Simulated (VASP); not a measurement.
# Ta2Si (I4/mcm) in VASP: further runs, part 2 of 2

VASP 6.6.1. Earlier steps stand in the parts before.

### Step 3. Single point, PBEsol

INCAR reads:

```
PREC = Accurate
ENCUT = 520
EDIFF = 1E-6
ISMEAR = 0
SIGMA = 0.1
LREAL = F
LASPH = T
NELM = 100
ALGO = Normal
ISIF = 2
LWAVE = F
LCHARG = F
GGA = PS
NBANDS = 35
```

KPOINTS reads:

```
regular mesh
0
Gamma
  5 5 5
```

POSCAR reads:

```
Ta2Si
1.0
   -3.0877629443      3.0877629443      2.5236412193
    3.0877629443     -3.0877629443      2.5236412193
    3.0877629443      3.0877629443     -2.5236412193
Ta Si
4 2
Direct
    0.6635932100      0.8364067900      0.5000000000
    0.8364067900      0.3364067900      0.1728135800
    0.3364067900      0.1635932100      0.5000000000
    0.1635932100      0.6635932100      0.8271864200
    0.2500000000      0.2500000000      0.0000000000
    0.7500000000      0.7500000000      0.0000000000
```

Potentials or basis: VASP PAW PBE potentials, release 64 (Ta_pv, Si).

Launch:

```bash
cat potpaw_PBE.64/Ta_pv/POTCAR potpaw_PBE.64/Si/POTCAR > POTCAR
mpirun -np 1 vasp_std > vasp.out
```

OUTCAR:

```text
PREC = Accurate
   ENCUT = 520
   EDIFF = 1E-6
   ISMEAR = 0
   LREAL = F
   LASPH = T
   NELM = 100
   ISIF = 2
   GGA = PS

 ion  position               nearest neighbor table
   1  0.664  0.836  0.500-   5 2.63   5 2.63   6 2.63   6 2.63   3 2.86   3 2.94   3 2.94   2 3.23
                             4 3.23   4 3.23   2 3.23   4 3.27   2 3.27   4 3.27   2 3.27
   2  0.836  0.336  0.173-   6 2.63   5 2.63   5 2.63   6 2.63   4 2.86   4 2.94   4 2.94   1 3.23
                             3 3.23   3 3.23   1 3.23   1 3.27   3 3.27   3 3.27   1 3.27
   3  0.336  0.164  0.500-   6 2.63   6 2.63   5 2.63   5 2.63   1 2.86   1 2.94   1 2.94   2 3.23
                             4 3.23   4 3.23   2 3.23   4 3.27   2 3.27   2 3.27   4 3.27
   4  0.164  0.664  0.827-   6 2.63   5 2.63   5 2.63   6 2.63   2 2.86   2 2.94   2 2.94   3 3.23
                             1 3.23   1 3.23   3 3.23   3 3.27   1 3.27   1 3.27   3 3.27
   5  0.250  0.250  0.000-   6 2.52   6 2.52   1 2.63   1 2.63   3 2.63   4 2.63   3 2.63   2 2.63
                             4 2.63   2 2.63
   6  0.750  0.750  0.000-   5 2.52   5 2.52   3 2.63   3 2.63   1 2.63   1 2.63   4 2.63   2 2.63
                             4 2.63   2 2.63

  LATTYP: Found a body centered tetragonal cell.
 ALAT       =     6.1755258886
 C/A-ratio  =     0.8173040693

  Lattice vectors:

 A1 = (  -3.0877629443,   3.0877629443,   2.5236412193)
 A2 = (   3.0877629443,  -3.0877629443,   2.5236412193)
 A3 = (   3.0877629443,   3.0877629443,  -2.5236412193)

Analysis of symmetry for initial positions (statically):
=====================================================================
 Subroutine PRICEL returns:
 Original cell was already a primitive cell.

 Routine SETGRP: Setting up the symmetry group for a
 body centered tetragonal supercell.

 Subroutine GETGRP returns: Found 16 space group operations
 (whereof  8 operations were pure point group operations)
 out of a pool of 16 trial point group operations.

The static configuration has the point symmetry C_4h.
 The point group associated with its full space group is D_4h.

Analysis of symmetry for dynamics (positions and initial velocities):
=====================================================================
 Subroutine PRICEL returns:
 Original cell was already a primitive cell.

 Routine SETGRP: Setting up the symmetry group for a
 body centered tetragonal supercell.

 Subroutine GETGRP returns: Found 16 space group operations
 (whereof  8 operations were pure point group operations)
 out of a pool of 16 trial point group operations.

The dynamic configuration has the point symmetry C_4h.
 The point group associated with its full space group is D_4h.

 Subroutine INISYM returns: Found 16 space group operations
 (whereof  8 operations are pure point group operations),
 and found     1 'primitive' translations

----------------------------------------------------------------------------------------

                                     Primitive cell

  volume of cell :      96.2444

  direct lattice vectors                    reciprocal lattice vectors
    -3.087762944  3.087762944  2.523641219     0.000000000  0.161929529  0.198126420
     3.087762944 -3.087762944  2.523641219     0.161929529  0.000000000  0.198126420
     3.087762944  3.087762944 -2.523641219     0.161929529  0.161929529  0.000000000

  length of vectors
[... 52 lines left out ...]
 -0.400000  0.200000  0.000000     16.000000
[... 10 lines left out ...]
 -0.400000  0.400000  0.400000      4.000000
 -0.400000 -0.400000  0.400000      2.000000
   k-points           NKPTS =     18   k-points in BZ     NKDIM =     18   number of bands    NBANDS=     35
   number of dos      NEDOS =    301   number of ions     NIONS =      6
   total plane-waves  NPLWV =  64000
   dimension x,y,z NGX =    40 NGY =   40 NGZ =   40
   dimension x,y,z NGXF=    80 NGYF=   80 NGZF=   80
   ions per type =               4   2
   NGX,Y,Z   is equivalent  to a cutoff of  13.18, 13.18, 13.18 a.u.
   NGXF,Y,Z  is equivalent  to a cutoff of  26.37, 26.37, 26.37 a.u.
 SYSTEM =  unknown system
   PREC   = accura    normal or accurate (medium, high low for compatibility)
   ISTART =      0    job   : 0-new  1-cont  2-samecut
   ICHARG =      2    charge: 1-file 2-atom 10-const
   ISPIN  =      1    spin polarized calculation?
   LNONCOLLINEAR =      F non collinear calculations
   LSORBIT =      F    spin-orbit coupling
   LASPH  =      T    aspherical Exc in radial PAW
   ENCUT  =  520.0 eV  38.22 Ry    6.18 a.u.   9.38  9.38  9.38*2*pi/ulx,y,z
   NELM   =    100;   NELMIN=  2; NELMDL= -5     # of ELM steps
   EDIFF  = 0.1E-05   stopping-criterion for ELM
   LREAL  =      F    real-space projection
   EDIFFG = 0.1E-04   stopping-criterion for IOM
   NSW    =      0    number of steps for IOM
   IBRION =     -1    ionic relax: 0-MD 1-quasi-New 2-CG
   NFREE  =      0    steps in history (QN), initial steepest desc. (CG)
   ISIF   =      2    stress and relaxation
   ISYM   =      2    0-nonsym 1-usesym 2-fastsym
   POTIM  = 0.5000    time-step for ionic-motion
   TEBEG  =    0.0;   TEEND  =   0.0 temperature during run
   PSTRESS=    0.0 pullay stress
   NELECT =      52.0000    total number of electrons
   NUPDOWN=      -1.0000    fix difference up-down
   EMIN   =  10.00;   EMAX   =-10.00  energy-range for DOS
   EFERMI =   0.00;   METHOD = LEGACY
   ISMEAR =     0;   SIGMA  =   0.10  broadening in eV -4-tet -1-fermi 0-gaus
   EFERMI_NEDOS =   21; number of points for ismear=-14 and -15
   IALGO  =     38    algorithm
   IMIX   =      4    mixing-type and parameters
     AMIX     =   0.40;   BMIX     =  1.00
     AMIX_MAG =   1.60;   BMIX_MAG =  1.00
  volume/ion in A,a.u.               =      16.04       108.25
  Fermi-wavevector in a.u.,A,eV,Ry     =   1.333370  2.519705 24.189476  1.777876
  Thomas-Fermi vector in A             =   2.462234
   LORBIT       =      0    0 simple, 1 ext, 2 COOP (PROOUT), +10 PAW based schemes
   GGA     = PS    functional components
   LHFCALC =     F    Hartree Fock is set to
   AEXX    =    0.0000 exact exchange contribution
   IVDW    =     0    specifies the selected vdW correction
   LEPSILON=     F    determine dielectric tensor
   LRPA    =     F    only Hartree local field effects (RPA)
 non-spin polarized calculation
 Gauss-broadening in eV      SIGMA  =   0.10
  energy-cutoff  :      520.00
  volume of cell :       96.24
 maximum number of plane-waves:      2613
 NGX is ok and might be reduce to    40
   NGX = 19   NGY = 19   NGZ = 19

 number of electron      52.0000001 magnetization

 Free energy of the ion-electron system (eV)
  ---------------------------------------------------
  ext. energy  EPLUGINS =         0.00000000
  ---------------------------------------------------
  free energy    TOTEN  =       -65.31480302 eV

  energy without entropy =      -65.30011535  energy(sigma->0) =      -65.30745918

 E-fermi :   7.4275     XC(G=0): -12.5290

 val. band max:        7.3964721654   @ k =  -0.4000   0.4000   0.4000
 cond. band min:       7.4742556027   @ k =  -0.4000   0.4000   0.0000
 fundamental gap:      0.0777834373
 Fermi energy:         7.4275349965

 k-point     1 :       0.0000    0.0000    0.0000
  band No.  band energies     occupation
      1     -27.0957      2.00000
      2     -27.0957      2.00000
      3     -27.0767      2.00000
      4     -27.0331      2.00000
      5     -27.0331      2.00000
      6     -26.9997      2.00000
[... 673 lines left out ...]
     34      11.0348      0.00000
     35      11.9183      0.00000

------------------------ aborting loop because EDIFF is reached ----------------------------------------

  FORCE on cell =-STRESS in cart. coord.  units (eV):
  Direction    XX          YY          ZZ          XY          YZ          ZX
  --------------------------------------------------------------------------------------
  -------------------------------------------------------------------------------------
  Total       -2.1538701     -2.1538701     -0.8690483      0.0000000      0.0000000      0.0000000
  in kB      -35.8554008    -35.8554008    -14.4670164      0.0000000      0.0000000      0.0000000
  external PRESSURE =     -28.7259393 kB  Pullay stress =       0.0000000 kB

 VOLUME and BASIS-vectors are now :
 -----------------------------------------------------------------------------
  energy-cutoff  :      520.00
  volume of cell :       96.24
      direct lattice vectors                 reciprocal lattice vectors
    -3.087762944  3.087762944  2.523641219     0.000000000  0.161929529  0.198126420
     3.087762944 -3.087762944  2.523641219     0.161929529  0.000000000  0.198126420
     3.087762944  3.087762944 -2.523641219     0.161929529  0.161929529  0.000000000

 POSITION                                       TOTAL-FORCE (eV/Angst)
 -----------------------------------------------------------------------------------
      2.07749      1.01027      2.52364         0.036076     -0.036076     -0.000000
     -1.01027      2.07749      2.52364         0.036076      0.036076      0.000000
      1.01027      2.07749      0.00000        -0.036076      0.036076     -0.000000
      4.09804      1.01027      0.00000        -0.036076     -0.036076     -0.000000
      0.00000      0.00000      1.26182         0.000000     -0.000000      0.000000
      0.00000      0.00000      3.78546         0.000000     -0.000000      0.000000
 -----------------------------------------------------------------------------------
    total drift:                               -0.000000     -0.000000     -0.000000

  FREE ENERGIE OF THE ION-ELECTRON SYSTEM (eV)
  ---------------------------------------------------
  free  energy   TOTEN  =       -65.3148030193 eV

  energy  without entropy=      -65.3001153488  energy(sigma->0) =      -65.30745918
```

Wall time 95 s (1 thread of Intel Xeon 8259CL, shared host); peak memory 0.26 GiB.

What came out:

- Free energy: -65.3148 eV
- Pressure: -2.9 GPa
- Largest force: 0.051 eV/Å
- Band gap on the k mesh: zero (bands 26 and 27 overlap by 0.47 eV)

Forces on the atoms (eV/Å):
```
Ta   0.036 -0.036  0.000
Ta   0.036  0.036  0.000
Ta  -0.036  0.036  0.000
Ta  -0.036 -0.036  0.000
Si   0.000  0.000  0.000
Si   0.000  0.000  0.000
```

Caveat: the PAW data sets were made with another functional, which shifts forces and pressure a little; spin-orbit coupling is left out, which moves the levels of the heavy elements.

### Step 4. Single point, PBEsol

INCAR reads:

```
SYSTEM = Ta2Si
PREC = Accurate ; ENCUT = 520
EDIFF = 1E-7 ; ISMEAR = 0
SIGMA = 0.2 ; LREAL = .FALSE.
LASPH = .TRUE. ; NELM = 80
ALGO = Normal ; ISIF = 2
LWAVE = .FALSE. ; LCHARG = .FALSE.
GGA = PS ; NBANDS = 35
```

KPOINTS reads:

```
Automatic mesh
0
G
  5 5 5
  0 0 0
```

POSCAR is that of step 3.

Launch:

```bash
cat potpaw_PBE.64/Ta_pv/POTCAR potpaw_PBE.64/Si/POTCAR > POTCAR
mpirun -np 1 vasp_std > vasp.out
```

Wall time 2.1 min (1 thread of Intel Xeon 8259CL, shared host); peak memory 0.26 GiB.

The run converged. Its results:

* Free energy: -65.3384 eV
* Pressure: -2.8 GPa
* Largest force: 0.071 eV/Å
* Band gap on the k mesh: zero (bands 26 and 27 overlap by 0.47 eV)

Forces on the atoms (eV/Å):
```
Ta   0.050 -0.050  0.000
Ta   0.050  0.050  0.000
Ta  -0.050  0.050  0.000
Ta  -0.050 -0.050  0.000
Si   0.000  0.000  0.000
Si   0.000  0.000  0.000
```

Stress tensor (GPa, compression positive):
```
-3.52  0.00  0.00
 0.00 -3.52  0.00
 0.00  0.00 -1.48
```

Levels at points of the mesh, in eV from the Fermi level:
| k point | band 22 | band 23 | band 24 | band 25 | band 26 | band 27 | band 28 | band 29 | band 30 | band 31 |
| --- | --- | --- | --- | --- | --- | --- | --- | --- | --- | --- |
| (0.00, 0.00, 0.00) | -2.50 | -2.46 | -2.01 | 0.17 | 0.24 | 0.93 | 1.30 | 1.30 | 1.55 | 1.55 |

Caveat: the PAW data sets were made with another functional, which shifts forces and pressure a little; spin-orbit coupling is left out, which moves the levels of the heavy elements.

### Step 5. Single point, PBEsol

INCAR reads:

```
SYSTEM = Ta2Si
ALGO     = Normal         ! electronic algorithm
EDIFF    = 1E-7           ! SCF threshold, eV
ENCUT    = 520            ! plane-wave cutoff, eV
GGA      = PS             ! functional
ISIF     = 2              ! what is computed and relaxed
ISMEAR   = 0              ! smearing method
LASPH    = .TRUE.         ! aspherical terms in the spheres
LCHARG   = .FALSE.        ! write CHGCAR
LREAL    = .FALSE.        ! projectors in reciprocal space
LWAVE    = .FALSE.        ! write WAVECAR
NBANDS   = 35             ! bands
NELM     = 60             ! most SCF steps
PREC     = Accurate       ! precision mode
SIGMA    = 0.4            ! smearing width, eV
```

KPOINTS reads:

```
k-points
0
G
  5 5 5
  0 0 0
```

POSCAR is that of step 4.

Launch:

```bash
cat potpaw_PBE.64/Ta_pv/POTCAR potpaw_PBE.64/Si/POTCAR > POTCAR
mpirun -np 1 vasp_std > vasp.out
```

Wall time 1.9 min (1 thread of Intel Xeon 8259CL, shared host); peak memory 0.26 GiB.

Results (log left out):

```yaml
Free_energy: -65.4401 eV
Pressure: -2.7 GPa
Largest_force: 0.143 eV/Å
Band_gap_on_the_k_mesh: zero (bands 26 and 27 overlap by 0.47 eV)
```

Forces on the atoms (eV/Å):
```
Ta   0.101 -0.101  0.000
Ta   0.101  0.101  0.000
Ta  -0.101  0.101  0.000
Ta  -0.101 -0.101  0.000
Si   0.000  0.000  0.000
Si   0.000  0.000  0.000
```

Stress tensor (GPa, compression positive):
```
-3.17  0.00  0.00
 0.00 -3.17  0.00
 0.00  0.00 -1.70
```

Levels at points of the mesh, in eV from the Fermi level:
| k point | band 23 | band 24 | band 25 | band 26 | band 27 | band 28 | band 29 | band 30 |
| --- | --- | --- | --- | --- | --- | --- | --- | --- |
| (0.00, 0.00, 0.00) | -2.44 | -1.99 | 0.19 | 0.26 | 0.96 | 1.32 | 1.32 | 1.58 |

Caveat: so wide a smearing shifts energies and pressures; the PAW data sets were made with another functional, which shifts forces and pressure a little; spin-orbit coupling is left out, which moves the levels of the heavy elements.

### Step 6. Single point, PBEsol

INCAR reads:

```
SYSTEM = Ta2Si
ALGO = Fast
EDIFF = 1E-7
ENCUT = 520
GGA = PS
ISIF = 2
ISMEAR = 0
LASPH = .TRUE.
LCHARG = .FALSE.
LREAL = .FALSE.
LWAVE = .FALSE.
NBANDS = 35
NELM = 80
PREC = Accurate
SIGMA = 0.1
```

KPOINTS reads:

```
k-points
0
G
  8 8 8
  0 0 0
```

POSCAR is that of step 5.

Potentials or basis: VASP PAW PBE potentials, release 64 (Ta_pv, Si).

Launch:

```bash
cat potpaw_PBE.64/Ta_pv/POTCAR potpaw_PBE.64/Si/POTCAR > POTCAR
mpirun -np 1 vasp_std > vasp.out
```

It took 7.4 min on 1 thread of Intel Xeon 8259CL, shared host; peak memory 0.34 GiB.

Results (log left out):

```
Free energy            : -65.2998 eV
Pressure               : -2.9 GPa
Largest force          : 0.044 eV/Å
Band gap on the k mesh : zero (bands 26 and 27 overlap by 0.69 eV)
```

Forces in eV/Å, atoms in the order of the input:
```
Ta   0.031 -0.031  0.000
Ta   0.031  0.031  0.000
Ta  -0.031  0.031  0.000
Ta  -0.031 -0.031  0.000
Si   0.000  0.000  0.000
Si   0.000  0.000  0.000
```

Stress tensor (GPa, compression positive):
```
-3.17  0.00  0.00
 0.00 -3.17  0.00
 0.00  0.00 -2.22
```

Levels at points of the mesh, in eV from the Fermi level:
| k point | band 22 | band 23 | band 24 | band 25 | band 26 | band 27 | band 28 | band 29 | band 30 | band 31 |
| --- | --- | --- | --- | --- | --- | --- | --- | --- | --- | --- |
| (0.00, 0.00, 0.00) | -2.51 | -2.47 | -2.02 | 0.16 | 0.23 | 0.92 | 1.29 | 1.29 | 1.55 | 1.55 |
| (0.50, 0.00, 0.00) | -2.02 | -1.96 | -1.96 | -1.07 | -1.07 | 0.69 | 0.69 | 1.87 | 1.87 | 2.76 |
| (0.50, 0.50, 0.00) | -2.14 | -1.94 | -1.47 | -0.19 | 0.00 | 0.08 | 0.62 | 1.32 | 1.79 | 3.16 |
| (0.50, 0.50, 0.50) | -1.44 | -1.06 | -1.02 | -1.02 | -1.01 | -0.25 | 0.22 | 0.71 | 0.71 | 2.70 |

Caveat: the PAW data sets were made with another functional, which shifts forces and pressure a little; spin-orbit coupling is left out, which moves the levels of the heavy elements.

### Step 7. The runs side by side

| k mesh | smearing | gap on the mesh (eV) | pressure (GPa) | largest force (eV/Å) |
| --- | --- | --- | --- | --- |
| 5 × 5 × 5 | gaussian 0.05 eV | none | -2.9 | 0.05 |
| 5 × 5 × 5 | gaussian 0.1 eV | none | -2.9 | 0.05 |
| 5 × 5 × 5 | gaussian 0.2 eV | none | -2.8 | 0.07 |
| 5 × 5 × 5 | gaussian 0.4 eV | none | -2.7 | 0.14 |
| 8 × 8 × 8 | gaussian 0.1 eV | none | -2.9 | 0.04 |

Alike in all rows: task single point; level PBEsol; potentials or basis VASP PAW PBE potentials, release 64 (Ta_pv, Si); no spin polarisation; cell as given; cutoff (eV) 520.

Caveats: the PAW data sets were made with another functional, which shifts forces and pressure a little; spin-orbit coupling is left out, which moves the levels of the heavy elements; so wide a smearing shifts energies and pressures (at least some runs).

Absolute energies hang on the potentials; compare differences alone.

The gap in the log of VASP goes by the Fermi energy; the results here count the filled bands.